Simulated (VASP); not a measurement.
# Si16HC16 (a cell with a defect) (H interstitial hop between voids) in VASP: single point with PBE

Aim: the single point of Si16HC16 (a cell with a defect) (H interstitial hop between voids) with PBE.

Program: VASP 6.6.1. These are calculated values, not measurements. Logs are shortened: lines on timing, memory, paths and dates and some standing lists are left out, and cuts for length are marked.

## Step 1: The cell of the first run

The cell holds a defect, 33 atoms: a = 7.586 Å, b = 7.586 Å, c = 7.586 Å, α = 109.47°, β = 109.47°, γ = 109.47°.

## Step 2: Single point, PBE

INCAR reads:

```
SYSTEM = Si16HC16
PREC = Accurate ; ENCUT = 520
EDIFF = 1E-6 ; ISMEAR = -1
SIGMA = 0.01 ; LREAL = Auto
LASPH = .True. ; NELM = 120
ALGO = Normal ; ISIF = 2
LWAVE = .False. ; LCHARG = .True.
GGA = PE ; LELF = .True.
LVHAR = .True. ; NELECT = 128.0
NBANDS = 86 ; GGA_COMPAT = .False.
```

KPOINTS reads:

```
Automatic mesh
0
Gamma
  1 1 1
  0 0 0
```

POSCAR reads:

```
Si16HC16
1.0
   -4.3797050000      4.3797050000     -4.3797050000
    4.3797050000      4.3797050000      4.3797050000
    4.3797050000     -4.3797050000     -4.3797050000
Si C H
16 16 1
Direct
    0.0102861951     -0.0022452425      0.7546115549
    0.0030698415      0.2411426112      0.5074486752
    0.0212988089      0.4894017976      0.2504264557
    0.0025853339      0.7484048583      0.0024199118
    0.2511712547     -0.0075331558      0.5037579015
    0.2629083466      0.2506493017      0.2629371156
    0.2463583735      0.4918903214      0.0217591139
    0.2569405930      0.7479574538      0.7593333341
    0.5044863752     -0.0066708831      0.2527462466
    0.5067061594      0.2419386694      0.0044113702
    0.4901351803      0.4947230464      0.7505285173
    0.5131265690      0.7425593733      0.5138110900
    0.7540430234     -0.0042276820      0.0109441161
    0.7613537898      0.2424593666      0.7627743193
    0.7524550169      0.4939070097      0.4929443878
    0.7570532719      0.7452685740      0.2563669243
    0.0103148500      0.0162564602      0.0104005863
    0.0051692979      0.2464689973      0.7525414383
    0.0073001492      0.5026458403      0.5071282198
    0.0026357940      0.7539387927      0.2506784133
    0.2599411376      0.0038789142      0.7574560387
    0.2473957721      0.2471789767      0.5040274402
    0.2774517918      0.5096606963      0.2761011301
    0.2529744583      0.7584902408      0.0054314160
    0.5068406434      0.0070335787      0.5076795127
    0.5055786862      0.2484541767      0.2500649016
    0.5039636231      0.5023960518      0.0054513946
    0.5070858654      0.7563673809      0.7594435013
    0.7571798786      0.0021790280      0.2611790063
    0.7531395379      0.2458224926      0.0087204503
    0.7376471703      0.5264848888      0.7398102155
    0.7596139466      0.7553058939      0.5091089468
   -0.1731677134      0.4701549534     -0.1477203373
```

Potentials or basis: VASP PAW PBE potentials, release 64 (Si, C, H).

Run with:

```bash
> cat potpaw_PBE.64/Si/POTCAR potpaw_PBE.64/C/POTCAR potpaw_PBE.64/H/POTCAR > POTCAR
> mpirun -np 1 vasp_gam > vasp.out
```

OUTCAR:

```text
SYSTEM = Si16HC16
   PREC = Accurate
   ENCUT = 520
   EDIFF = 1E-6
   ISMEAR = -1
   LREAL = Auto
   LASPH = .True.
   NELM = 120
   ISIF = 2
   GGA = PE
   NELECT = 128.0

 ion  position               nearest neighbor table
   1  0.010  0.998  0.755-  32 1.87  21 1.87  17 1.90  18 1.91   2 3.04   5 3.05  14 3.06   7 3.07
                            10 3.07   8 3.08   4 3.08  12 3.08  16 3.09  15 3.12   6 3.15
   2  0.003  0.241  0.507-  18 1.84  22 1.85  29 1.85  19 1.97  11 3.02   1 3.04  16 3.07  13 3.08
                             5 3.08  14 3.08   9 3.09  15 3.12   6 3.12   3 3.13   8 3.14
   3  0.021  0.489  0.250-  23 1.83  30 1.91  19 1.96  20 2.06   7 2.81   6 2.98  14 3.02  12 3.05
                            13 3.06   5 3.12   2 3.13   4 3.15
   4  0.003  0.748  0.002-  33 1.74  24 1.87  20 1.87  31 1.92  17 1.99  13 3.07   1 3.08   8 3.08
                            16 3.09   7 3.10   5 3.11   9 3.11   6 3.11  14 3.14   3 3.15
   5  0.251  0.992  0.504-  20 1.87  21 1.87  25 1.90  22 1.94   1 3.05  16 3.06   2 3.08   6 3.09
                             8 3.10  10 3.10   4 3.11  11 3.11   3 3.12   9 3.12
   6  0.263  0.251  0.263-  17 1.87  22 1.88  26 1.88  23 1.90   3 2.98   7 2.99  11 3.02  15 3.03
                            12 3.05   9 3.09   5 3.09   4 3.11  10 3.11   2 3.12   1 3.15
   7  0.246  0.492  0.022-  23 1.82  18 1.92  27 1.98  24 2.05   3 2.81   6 2.99  14 3.01  12 3.05
                             1 3.07   4 3.10   9 3.11
   8  0.257  0.748  0.759-  24 1.85  28 1.88  19 1.89  21 1.94  11 3.01   9 3.06  10 3.06   1 3.08
                            13 3.08   4 3.08   5 3.10  12 3.11  15 3.13   2 3.14
   9  0.504  0.993  0.253-  24 1.86  29 1.87  25 1.90  26 1.94  13 3.04   8 3.06  10 3.08   2 3.09
                             6 3.09  16 3.10  15 3.10   4 3.11   7 3.11   5 3.12
  10  0.507  0.242  0.004-  30 1.85  26 1.85  21 1.85  27 1.98  15 3.03  13 3.06   8 3.06  14 3.07
                             1 3.07   9 3.08   5 3.10   6 3.11  16 3.12  11 3.14
  11  0.490  0.495  0.751-  31 1.84  22 1.86  27 1.88  28 1.92  12 3.01   8 3.01   2 3.02   6 3.02
                            13 3.11   5 3.11  16 3.14  10 3.14
  12  0.513  0.743  0.514-  23 1.79  28 1.85  32 1.85  25 2.04  11 3.01  15 3.03   6 3.05   3 3.05
                             7 3.05  13 3.08   1 3.08  14 3.10  16 3.11   8 3.11
  13  0.754  0.996  0.011-  28 1.87  29 1.87  17 1.90  30 1.90   9 3.04  10 3.06   3 3.06  14 3.07
                            16 3.07   4 3.07   2 3.08   8 3.08  12 3.08  11 3.11
  14  0.761  0.242  0.763-  33 1.45  18 1.87  30 1.88  25 1.89  31 2.28   7 3.01   3 3.02   1 3.06
                            13 3.07  10 3.07   2 3.08  12 3.10   4 3.14
  15  0.752  0.494  0.493-  31 1.85  26 1.86  19 1.88  32 1.93  16 3.02  12 3.03  10 3.03   6 3.03
                             9 3.10   2 3.12   1 3.12   8 3.13
  16  0.757  0.745  0.256-  20 1.86  32 1.89  27 1.89  29 1.94  15 3.02   5 3.06   2 3.07  13 3.07
                             1 3.09   4 3.09   9 3.10  12 3.11  10 3.12  11 3.14
  17  0.010  0.016  0.010-   6 1.87   1 1.90  13 1.90   4 1.99
  18  0.005  0.246  0.753-   2 1.84  14 1.87   1 1.91   7 1.92
  19  0.007  0.503  0.507-  15 1.88   8 1.89   3 1.96   2 1.97
  20  0.003  0.754  0.251-  16 1.86   4 1.87   5 1.87   3 2.06
  21  0.260  0.004  0.757-  10 1.85   1 1.87   5 1.87   8 1.94
  22  0.247  0.247  0.504-   2 1.85  11 1.86   6 1.88   5 1.94
  23  0.277  0.510  0.276-  12 1.79   7 1.82   3 1.83   6 1.90
  24  0.253  0.758  0.005-   8 1.85   9 1.86   4 1.87   7 2.05
  25  0.507  0.007  0.508-  14 1.89   5 1.90   9 1.90  12 2.04
  26  0.506  0.248  0.250-  10 1.85  15 1.86   6 1.88   9 1.94
  27  0.504  0.502  0.005-  11 1.88  16 1.89   7 1.98  10 1.98
  28  0.507  0.756  0.759-  12 1.85  13 1.87   8 1.88  11 1.92
  29  0.757  0.002  0.261-   2 1.85   9 1.87  13 1.87  16 1.94
  30  0.753  0.246  0.009-  10 1.85  14 1.88  13 1.90   3 1.91
  31  0.738  0.526  0.740-  33 1.19  11 1.84  15 1.85   4 1.92  14 2.28
  32  0.760  0.755  0.509-  12 1.85   1 1.87  16 1.89  15 1.93
  33  0.827  0.470  0.852-  31 1.19  14 1.45   4 1.74

  LATTYP: Found a body centered cubic cell.
 ALAT       =     8.7594100000

  Lattice vectors:

 A1 = (  -4.3797050000,   4.3797050000,  -4.3797050000)
 A2 = (   4.3797050000,   4.3797050000,   4.3797050000)
 A3 = (   4.3797050000,  -4.3797050000,  -4.3797050000)

Analysis of symmetry for initial positions (statically):
=====================================================================
 Subroutine PRICEL returns:
 Original cell was already a primitive cell.

 Routine SETGRP: Setting up the symmetry group for a
 body centered cubic supercell.

 Subroutine GETGRP returns: Found  1 space group operations
 (whereof  1 operations were pure point group operations)
 out of a pool of 48 trial point group operations.

The static configuration has the point symmetry C_1 .

Analysis of symmetry for dynamics (positions and initial velocities):
=====================================================================
[... 107 lines left out ...]
 generate k-points for:    1    1    1

 Generating k-lattice:

  Cartesian coordinates                     Fractional coordinates (reciprocal lattice)
     0.000000000  0.114162940 -0.114162940     1.000000000  0.000000000  0.000000000
     0.114162940  0.114162940  0.000000000     0.000000000  1.000000000  0.000000000
     0.114162940  0.000000000 -0.114162940     0.000000000  0.000000000  1.000000000

  Length of vectors
     0.161450778  0.161450778  0.161450778

  Shift w.r.t. Gamma in fractional coordinates (k-lattice)
     0.000000000  0.000000000  0.000000000

 Subroutine IBZKPT returns following result:
 ===========================================

 Found      1 irreducible k-points:

 Following reciprocal coordinates:
            Coordinates               Weight
  0.000000  0.000000  0.000000      1.000000
   k-points           NKPTS =      1   k-points in BZ     NKDIM =      1   number of bands    NBANDS=     86
   number of dos      NEDOS =    301   number of ions     NIONS =     33
   total plane-waves  NPLWV = 175616
   dimension x,y,z NGX =    56 NGY =   56 NGZ =   56
   dimension x,y,z NGXF=   112 NGYF=  112 NGZF=  112
   ions per type =              16  16   1
   NGX,Y,Z   is equivalent  to a cutoff of  12.27, 12.27, 12.27 a.u.
   NGXF,Y,Z  is equivalent  to a cutoff of  24.55, 24.55, 24.55 a.u.
 SYSTEM =  Si16HC16
   PREC   = accura    normal or accurate (medium, high low for compatibility)
   ISTART =      0    job   : 0-new  1-cont  2-samecut
   ICHARG =      2    charge: 1-file 2-atom 10-const
   ISPIN  =      1    spin polarized calculation?
   LNONCOLLINEAR =      F non collinear calculations
   LSORBIT =      F    spin-orbit coupling
   LASPH  =      T    aspherical Exc in radial PAW
   ENCUT  =  520.0 eV  38.22 Ry    6.18 a.u.  14.10 14.10 14.10*2*pi/ulx,y,z
   NELM   =    120;   NELMIN=  2; NELMDL= -5     # of ELM steps
   EDIFF  = 0.1E-05   stopping-criterion for ELM
   LREAL  =      T    real-space projection
   EDIFFG = 0.1E-04   stopping-criterion for IOM
   NSW    =      0    number of steps for IOM
   IBRION =     -1    ionic relax: 0-MD 1-quasi-New 2-CG
   NFREE  =      0    steps in history (QN), initial steepest desc. (CG)
   ISIF   =      2    stress and relaxation
   ISYM   =      2    0-nonsym 1-usesym 2-fastsym
   POTIM  = 0.5000    time-step for ionic-motion
   TEBEG  =    0.0;   TEEND  =   0.0 temperature during run
   PSTRESS=    0.0 pullay stress
   NELECT =     128.0000    total number of electrons
   NUPDOWN=      -1.0000    fix difference up-down
   EMIN   =  10.00;   EMAX   =-10.00  energy-range for DOS
   EFERMI =   0.00;   METHOD = LEGACY
   ISMEAR =    -1;   SIGMA  =   0.01  broadening in eV -4-tet -1-fermi 0-gaus
   EFERMI_NEDOS =   21; number of points for ismear=-14 and -15
   IALGO  =     38    algorithm
   IMIX   =      4    mixing-type and parameters
     AMIX     =   0.40;   BMIX     =  1.00
     AMIX_MAG =   1.60;   BMIX_MAG =  1.00
  volume/ion in A,a.u.               =      10.18        68.72
  Fermi-wavevector in a.u.,A,eV,Ry     =   1.186716  2.242567 19.161000  1.408294
  Thomas-Fermi vector in A             =   2.322882
   LORBIT       =      0    0 simple, 1 ext, 2 COOP (PROOUT), +10 PAW based schemes
   GGA     = PE    functional components
   LHFCALC =     F    Hartree Fock is set to
   AEXX    =    0.0000 exact exchange contribution
   IVDW    =     0    specifies the selected vdW correction
   LEPSILON=     F    determine dielectric tensor
   LRPA    =     F    only Hartree local field effects (RPA)
 non-spin polarized calculation
  energy-cutoff  :      520.00
  volume of cell :      336.04
 maximum number of plane-waves:      4475
   NGX = 29   NGY = 29   NGZ = 29

 number of electron     127.9999999 magnetization

 Free energy of the ion-electron system (eV)
  ---------------------------------------------------
  ext. energy  EPLUGINS =         0.00000000
  ---------------------------------------------------
  free energy    TOTEN  =      -244.91826796 eV

  energy without entropy =     -244.91826795  energy(sigma->0) =     -244.91826796

 E-fermi :   8.5276     XC(G=0): -11.2634

 val. band max:        8.3290937681   @ k =   0.0000   0.0000   0.0000
 cond. band min:       8.7262313909   @ k =   0.0000   0.0000   0.0000
 fundamental gap:      0.3971376228
 Fermi energy:         8.5276473285

 k-point     1 :       0.0000    0.0000    0.0000
  band No.  band energies     occupation
      1      -7.7238      2.00000
      2      -6.2362      2.00000
      3      -4.8306      2.00000
      4      -4.6567      2.00000
      5      -4.4247      2.00000
      6      -4.3510      2.00000
[... 68 lines left out ...]
     75      13.2255      0.00000
     76      13.3496      0.00000
 [bands above 76 left out]

------------------------ aborting loop because EDIFF is reached ----------------------------------------

  FORCE on cell =-STRESS in cart. coord.  units (eV):
  Direction    XX          YY          ZZ          XY          YZ          ZX
  --------------------------------------------------------------------------------------
  -------------------------------------------------------------------------------------
  Total        0.7712548      0.3873761     -4.3859491      0.1529195     -2.8200600     -2.5244314
  in kB        3.6771716      1.8469230    -20.9112311      0.7290862    -13.4454196    -12.0359282
  external PRESSURE =      -5.1290455 kB  Pullay stress =       0.0000000 kB

 VOLUME and BASIS-vectors are now :
 -----------------------------------------------------------------------------
  energy-cutoff  :      520.00
  volume of cell :      336.04
      direct lattice vectors                 reciprocal lattice vectors
    -4.379705000  4.379705000 -4.379705000     0.000000000  0.114162940 -0.114162940
     4.379705000  4.379705000  4.379705000     0.114162940  0.114162940  0.000000000
     4.379705000 -4.379705000 -4.379705000     0.114162940  0.000000000 -0.114162940

 POSITION                                       TOTAL-FORCE (eV/Angst)
 -----------------------------------------------------------------------------------
      7.62980      1.10995      1.01985         0.714256     -0.188083     -0.139076
      3.26516     -1.15290     -1.17979         0.594881      1.212545      1.163955
      3.14695      1.13992      0.95336         3.038996     -1.352508      1.136513
      3.27707      3.27852      3.25587         2.841009      2.910705      0.424177
      5.45297      3.24046      1.04034         0.435079      1.011981      0.018361
      1.09790      1.09764     -1.20528        -0.437316     -0.430207      0.265093
[... 25 lines left out ...]
      2.21088      4.40516     -2.24861        -0.795574     -0.718153     -0.241915
      2.17059      1.94769     -5.29487         1.410054      0.974314      0.700187
 -----------------------------------------------------------------------------------
    total drift:                               -0.021566     -0.016158      0.033419

  FREE ENERGIE OF THE ION-ELECTRON SYSTEM (eV)
  ---------------------------------------------------
  free  energy   TOTEN  =      -244.9182679569 eV

  energy  without entropy=     -244.9182679549  energy(sigma->0) =     -244.91826796
```

It took 38 s on 1 thread of AMD EPYC 9R45 (Zen 5), shared host; peak memory 0.37 GiB.

Results:

* Free energy: -244.9183 eV
* Largest force: 5.290 eV/Å

Forces in eV/Å, atoms in the order of the input:
```
Si   0.714 -0.188 -0.139
Si   0.595  1.213  1.164
Si   3.039 -1.353  1.137
Si   2.841  2.911  0.424
Si   0.435  1.012  0.018
Si  -0.437 -0.430  0.265
Si  -1.800  3.266  1.074
Si  -0.051  0.533  1.001
Si   1.101  0.492 -0.062
Si   1.164  0.663  1.163
Si   1.379 -0.461  0.467
Si   1.820  1.901  0.399
Si  -0.088  0.768 -0.108
Si  -3.983 -3.460 -0.388
Si  -0.362  1.271  0.439
Si   0.537 -0.016  0.951
C   -0.796 -0.773 -0.510
C    1.183 -0.333 -0.411
C   -0.864 -0.238 -0.503
C   -2.089 -0.545 -0.786
C   -0.587 -0.627 -0.319
C   -0.545 -0.194 -0.553
C   -0.640 -1.132  0.713
C   -0.646 -2.293 -0.657
C   -0.287 -0.291 -0.560
C   -0.311 -0.564 -0.498
C   -0.236 -0.891 -0.535
C   -0.759 -0.813 -0.235
C   -0.608 -0.594 -0.287
C   -0.316  1.035 -0.303
C   -0.020 -0.125 -2.821
C   -0.796 -0.718 -0.242
H    1.410  0.974  0.700
```

Levels at points of the mesh, in eV from the Fermi level:
| k point | band 62 | band 63 | band 64 | band 65 | band 66 | band 67 |
| --- | --- | --- | --- | --- | --- | --- |
| (0.00, 0.00, 0.00) | -0.67 | -0.62 | -0.20 | 0.20 | 0.94 | 1.00 |

Caveat: the k points lie up to 1.01 Å⁻¹ apart; the cell carries a net charge on a neutralising background, which shifts energy and pressure; the cell is charged against a uniform background, so pressure and absolute levels hang on convention.
